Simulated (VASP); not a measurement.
# BaS (I4/mmm) in VASP: further runs, part 2 of 2

VASP 6.6.1. Earlier steps stand in the parts before.

## 4. Electric field gradients, PBEsol (zz strain of +1 %)

Contents of INCAR:

```
SYSTEM = BaS
PREC = Accurate ; ENCUT = 520
EDIFF = 1E-8 ; ISMEAR = -1
SIGMA = 0.02 ; LREAL = .FALSE.
LASPH = .TRUE. ; NELM = 100
ALGO = Normal ; ISIF = 2
LWAVE = .FALSE. ; LCHARG = .FALSE.
GGA = PS ; LEFG = .TRUE.
NBANDS = 15
```

Contents of KPOINTS:

```
Automatic mesh
0
G
  8 8 8
  0 0 0
```

Contents of POSCAR:

```
BaS
1.0
    0.0000000000      3.1937500000      3.2256875000
    3.1937500000      0.0000000000      3.2256875000
    3.1937500000      3.1937500000      0.0000000000
Ba S
1 1
Direct
    0.0000000000      0.0000000000      0.0000000000
    0.5000000000      0.5000000000      0.5000000000
```

Potentials or basis: VASP PAW PBE potentials, release 64 (Ba_sv, S).

Command:

```bash
$ cat potpaw_PBE.64/Ba_sv/POTCAR potpaw_PBE.64/S/POTCAR > POTCAR
$ mpirun -np 1 vasp_std > vasp.out
```

OUTCAR:

```text
SYSTEM = BaS
   PREC = Accurate
   ENCUT = 520
   EDIFF = 1E-8
   ISMEAR = -1
   LREAL = .FALSE.
   LASPH = .TRUE.
   NELM = 100
   ISIF = 2
   GGA = PS

 ion  position               nearest neighbor table
   1  0.000  0.000  0.000-   2 3.19   2 3.19   2 3.19   2 3.19   2 3.23   2 3.23
   2  0.500  0.500  0.500-   1 3.19   1 3.19   1 3.19   1 3.19   1 3.23   1 3.23

  LATTYP: Found a body centered tetragonal cell.
 ALAT       =     4.5166445648
 C/A-ratio  =     1.4283556980

  Lattice vectors:

 A1 = (  -3.1937500000,   0.0000000000,   3.2256875000)
 A2 = (   3.1937500000,   0.0000000000,   3.2256875000)
 A3 = (   0.0000000000,   3.1937500000,  -3.2256875000)

Analysis of symmetry for initial positions (statically):
=====================================================================
 Subroutine PRICEL returns:
 Original cell was already a primitive cell.

 Routine SETGRP: Setting up the symmetry group for a
 body centered tetragonal supercell.

 Subroutine GETGRP returns: Found 16 space group operations
 (whereof 16 operations were pure point group operations)
 out of a pool of 16 trial point group operations.

The static configuration has the point symmetry D_4h.

Analysis of symmetry for dynamics (positions and initial velocities):
=====================================================================
 Subroutine PRICEL returns:
 Original cell was already a primitive cell.

 Routine SETGRP: Setting up the symmetry group for a
 body centered tetragonal supercell.

 Subroutine GETGRP returns: Found 16 space group operations
 (whereof 16 operations were pure point group operations)
[... 579 lines left out ...]
      7       0.4513      2.00000
      8       0.6060      2.00000
      9       5.0221      0.00000
     10       6.8874      0.00000
     11       6.9803      0.00000
     12       7.1848      0.00000
     13       7.8838      0.00000
     14       9.3201      0.00000
     15      11.3388      0.00000

 [... further k-points ...]

------------------------ aborting loop because EDIFF is reached ----------------------------------------

  FORCE on cell =-STRESS in cart. coord.  units (eV):
  Direction    XX          YY          ZZ          XY          YZ          ZX
  --------------------------------------------------------------------------------------
  -------------------------------------------------------------------------------------
  Total       -0.2827927     -0.2827927     -0.5971982      0.0000000      0.0000000      0.0000000
  in kB       -6.8853287     -6.8853287    -14.5403539      0.0000000      0.0000000      0.0000000
  external PRESSURE =      -9.4370038 kB  Pullay stress =       0.0000000 kB

 VOLUME and BASIS-vectors are now :
 -----------------------------------------------------------------------------
  energy-cutoff  :      520.00
  volume of cell :       65.80
      direct lattice vectors                 reciprocal lattice vectors
     0.000000000  3.193750000  3.225687500    -0.156555773  0.156555773  0.155005716
     3.193750000  0.000000000  3.225687500     0.156555773 -0.156555773  0.155005716
     3.193750000  3.193750000  0.000000000     0.156555773  0.156555773 -0.155005716

 POSITION                                       TOTAL-FORCE (eV/Angst)
 -----------------------------------------------------------------------------------
      0.00000      0.00000      0.00000        -0.000000      0.000000     -0.000000
      3.19375      3.19375      3.22569         0.000000     -0.000000      0.000000
 -----------------------------------------------------------------------------------
    total drift:                                0.000000      0.000000      0.000000

  FREE ENERGIE OF THE ION-ELECTRON SYSTEM (eV)
  ---------------------------------------------------
  free  energy   TOTEN  =       -10.7140981492 eV

  energy  without entropy=      -10.7140981492  energy(sigma->0) =      -10.71409815

 Electric field gradients (V/A^2)
---------------------------------------------------------------------
 ion       V_xx      V_yy      V_zz      V_xy      V_xz      V_yz
---------------------------------------------------------------------
   1      -6.358    -6.358    12.716     0.000     0.000     0.000
   2      -1.807    -1.807     3.614     0.000     0.000     0.000
---------------------------------------------------------------------

 Electric field gradients after diagonalization (V/A^2)
 (convention: |V_zz| > |V_xx| > |V_yy|)
----------------------------------------------------------------------
 ion       V_xx      V_yy      V_zz     asymmetry (V_yy - V_xx)/ V_zz
----------------------------------------------------------------------
   1      -6.358    -6.358    12.716       0.000
   2      -1.807    -1.806     3.614       0.000
----------------------------------------------------------------------

           NMR quadrupolar parameters

 Cq : quadrupolar parameter    Cq=e*Q*V_zz/h
 eta: asymmetry parameters     (V_yy - V_xx)/ V_zz
 Q  : nuclear electric quadrupole moment in mb (millibarn)
----------------------------------------------------------------------
 ion       Cq(MHz)       eta       Q (mb)
----------------------------------------------------------------------
   1       0.031       0.000       1.000
   2       0.009       0.000       1.000
----------------------------------------------------------------------
```

OSZICAR:

```text
N       E                     dE             d eps       ncg     rms          rms(c)
DAV:   1     0.816558805864E+02    0.81656E+02   -0.67651E+03  1770   0.923E+02
DAV:   2    -0.633101560989E+01   -0.87987E+02   -0.79455E+02  2435   0.167E+02
DAV:   3    -0.110598962081E+02   -0.47289E+01   -0.46975E+01  2440   0.408E+01
DAV:   4    -0.111485065078E+02   -0.88610E-01   -0.88588E-01  2303   0.573E+00
DAV:   5    -0.111505895651E+02   -0.20831E-02   -0.20830E-02  2443   0.708E-01    0.453E+00
DAV:   6    -0.107163361208E+02    0.43425E+00   -0.57102E-01  2050   0.459E+00    0.310E+00
DAV:   7    -0.107086744066E+02    0.76617E-02   -0.13829E-01  2205   0.208E+00    0.173E+00
DAV:   8    -0.107143831671E+02   -0.57088E-02   -0.20617E-02  1924   0.921E-01    0.248E-01
DAV:   9    -0.107136320513E+02    0.75112E-03   -0.28165E-03  2330   0.325E-01    0.120E-01
DAV:  10    -0.107140850070E+02   -0.45296E-03   -0.53873E-04  1896   0.154E-01    0.264E-02
DAV:  11    -0.107140971275E+02   -0.12120E-04   -0.40214E-05  2344   0.387E-02    0.839E-03
DAV:  12    -0.107140981489E+02   -0.10215E-05   -0.31560E-06  1966   0.112E-02    0.584E-03
DAV:  13    -0.107140980945E+02    0.54423E-07   -0.25477E-07  2324   0.319E-03    0.104E-03
DAV:  14    -0.107140981277E+02   -0.33226E-07   -0.49173E-09  1696   0.451E-04    0.581E-04
DAV:  15    -0.107140981499E+02   -0.22198E-07   -0.16087E-09  1249   0.295E-04    0.846E-05
DAV:  16    -0.107140981492E+02    0.75283E-09   -0.34461E-10  1004   0.117E-04
   1 F= -.10714098E+02 E0= -.10714098E+02  d E =-.213742E-10
```

It took 43 s on 1 thread of Intel Xeon Platinum 8488C (Sapphire Rapids), shared host; peak memory 0.23 GiB.

What came out:

| Property | Result |
| --- | --- |
| Free energy | -10.7141 eV |
| Pressure | -0.9 GPa |
| Band gap on the k mesh | 1.99 eV (least direct gap 2.13 eV) |
| Largest electric field gradient by atom | Ba +12.7; S +3.6 V/Å² |

Levels at points of the mesh, in eV from the valence-band top:
```csv
k point,band 6,band 7,band 8,band 9,band 10,band 11
"(0.00, 0.00, 0.00)",-0.03,0.00,0.00,3.35,3.73,3.80
"(0.50, 0.00, 0.00)",-1.98,-1.10,-1.10,5.42,5.48,6.20
"(0.50, 0.50, 0.00)",-0.60,-0.14,-0.14,1.99,5.85,5.85
"(0.50, 0.00, 0.50)",-0.54,-0.18,-0.14,1.99,5.81,5.92
```

Electric field gradients, principal values (V/Å²):
```tsv
atom	least	middle	greatest (by size)
1 Ba	-6.358	-6.358	12.716
2 S	-1.806	-1.807	3.614
```

Caveat: the cell differs from its parent crystal (zz strain of +1 %); without QUAD_EFG the Cq values of the log hold for a quadrupole moment of 1 mb, not for the nuclei; the PAW data sets were made with another functional, which shifts forces and pressure a little; spin-orbit coupling is left out, which moves the levels of the heavy elements.

## 5. Electric field gradients, PBEsol (zz strain of +2 %)

Contents of INCAR:

```
  ALGO = Normal
  EDIFF = 1E-8
  ENCUT = 520
  GGA = PS
  ISIF = 2
  ISMEAR = -1
  LASPH = True
  LCHARG = False
  LEFG = True
  LREAL = False
  LWAVE = False
  NBANDS = 15
  NELM = 80
  PREC = Accurate
  SIGMA = 0.02
```

Contents of KPOINTS:

```
k-points
0
Gamma
  8 8 8
```

Contents of POSCAR:

```
BaS
1.0
    0.0000000000      3.1937500000      3.2576250000
    3.1937500000      0.0000000000      3.2576250000
    3.1937500000      3.1937500000      0.0000000000
Ba S
1 1
Direct
    0.0000000000      0.0000000000      0.0000000000
    0.5000000000      0.5000000000      0.5000000000
```

Potentials or basis: VASP PAW PBE potentials, release 64 (Ba_sv, S).

Command:

```bash
$ cat potpaw_PBE.64/Ba_sv/POTCAR potpaw_PBE.64/S/POTCAR > POTCAR
$ mpirun -np 1 vasp_std > vasp.out
```

OUTCAR:

```text
EDIFF = 1E-8
   ENCUT = 520
   GGA = PS
   ISIF = 2
   ISMEAR = -1
   LASPH = True
   LREAL = False
   NELM = 80
   PREC = Accurate

 ion  position               nearest neighbor table
   1  0.000  0.000  0.000-   2 3.19   2 3.19   2 3.19   2 3.19   2 3.26   2 3.26
   2  0.500  0.500  0.500-   1 3.19   1 3.19   1 3.19   1 3.19   1 3.26   1 3.26

  LATTYP: Found a body centered tetragonal cell.
 ALAT       =     4.5166445648
 C/A-ratio  =     1.4424978336

  Lattice vectors:

 A1 = (  -3.1937500000,   0.0000000000,   3.2576250000)
 A2 = (   3.1937500000,   0.0000000000,   3.2576250000)
 A3 = (   0.0000000000,   3.1937500000,  -3.2576250000)

Analysis of symmetry for initial positions (statically):
=====================================================================
 Subroutine PRICEL returns:
 Original cell was already a primitive cell.

 Routine SETGRP: Setting up the symmetry group for a
[... 621 lines left out ...]
  energy-cutoff  :      520.00
  volume of cell :       66.46
      direct lattice vectors                 reciprocal lattice vectors
     0.000000000  3.193750000  3.257625000    -0.156555773  0.156555773  0.153486052
     3.193750000  0.000000000  3.257625000     0.156555773 -0.156555773  0.153486052
     3.193750000  3.193750000  0.000000000     0.156555773  0.156555773 -0.153486052

 POSITION                                       TOTAL-FORCE (eV/Angst)
 -----------------------------------------------------------------------------------
      0.00000      0.00000      0.00000        -0.000000     -0.000000      0.000000
      3.19375      3.19375      3.25762         0.000000      0.000000     -0.000000
 -----------------------------------------------------------------------------------
    total drift:                                0.000000      0.000000      0.000000

  FREE ENERGIE OF THE ION-ELECTRON SYSTEM (eV)
  ---------------------------------------------------
  free  energy   TOTEN  =       -10.7065893041 eV

  energy  without entropy=      -10.7065893041  energy(sigma->0) =      -10.70658930

 Electric field gradients (V/A^2)
---------------------------------------------------------------------
 ion       V_xx      V_yy      V_zz      V_xy      V_xz      V_yz
---------------------------------------------------------------------
   1     -12.340   -12.340    24.681     0.000     0.000     0.000
   2      -3.498    -3.498     6.997     0.000     0.000     0.000
---------------------------------------------------------------------

 Electric field gradients after diagonalization (V/A^2)
 (convention: |V_zz| > |V_xx| > |V_yy|)
----------------------------------------------------------------------
 ion       V_xx      V_yy      V_zz     asymmetry (V_yy - V_xx)/ V_zz
----------------------------------------------------------------------
   1     -12.341   -12.340    24.681       0.000
   2      -3.499    -3.498     6.997       0.000
----------------------------------------------------------------------

           NMR quadrupolar parameters

 Cq : quadrupolar parameter    Cq=e*Q*V_zz/h
 eta: asymmetry parameters     (V_yy - V_xx)/ V_zz
 Q  : nuclear electric quadrupole moment in mb (millibarn)
----------------------------------------------------------------------
 ion       Cq(MHz)       eta       Q (mb)
----------------------------------------------------------------------
   1       0.060       0.000       1.000
   2       0.017       0.000       1.000
----------------------------------------------------------------------
```

Run time: 43 s. Hardware: 1 thread of Intel Xeon Platinum 8488C (Sapphire Rapids), shared host; peak memory 0.24 GiB.

What came out:

```yaml
Free_energy: -10.7066 eV
Pressure: -1.3 GPa
Band_gap_on_the_k_mesh: 1.99 eV (least direct gap 2.14 eV)
Largest_electric_field_gradient_by_atom: Ba +24.7; S +7.0 V/Å²
```

Electric field gradients, principal values (V/Å²):
```
atom    least   middle  greatest (by size)
1 Ba  -12.340  -12.341              24.681
 2 S   -3.498   -3.499               6.997
```

Caveat: the cell differs from its parent crystal (zz strain of +2 %); without QUAD_EFG the Cq values of the log hold for a quadrupole moment of 1 mb, not for the nuclei; the PAW data sets were made with another functional, which shifts forces and pressure a little; spin-orbit coupling is left out, which moves the levels of the heavy elements. A k mesh can miss the band edges.

## 6. Overview

| cell | gap on the mesh (eV) | pressure (GPa) |
| --- | --- | --- |
| a = 4.472, b = 4.472, c = 4.517 Å, angles 59.7, 59.7, 60.7°, 2 atoms | 1.88 | 0.4 |
| a = 4.494, b = 4.494, c = 4.517 Å, angles 59.8, 59.8, 60.3°, 2 atoms | 1.94 | -0.1 |
| a = 4.539, b = 4.539, c = 4.517 Å, angles 60.2, 60.2, 59.7°, 2 atoms | 1.99 | -0.9 |
| a = 4.562, b = 4.562, c = 4.517 Å, angles 60.3, 60.3, 59.3°, 2 atoms | 1.99 | -1.3 |

Alike in all rows: task electric field gradients; level PBEsol; potentials or basis VASP PAW PBE potentials, release 64 (Ba_sv, S); no spin polarisation; k mesh 8 × 8 × 8; cutoff (eV) 520; smearing fermi-dirac 0.02 eV.

Caveats: the PAW data sets were made with another functional, which shifts forces and pressure a little; spin-orbit coupling is left out, which moves the levels of the heavy elements.

Absolute energies hang on the potentials; compare differences alone.
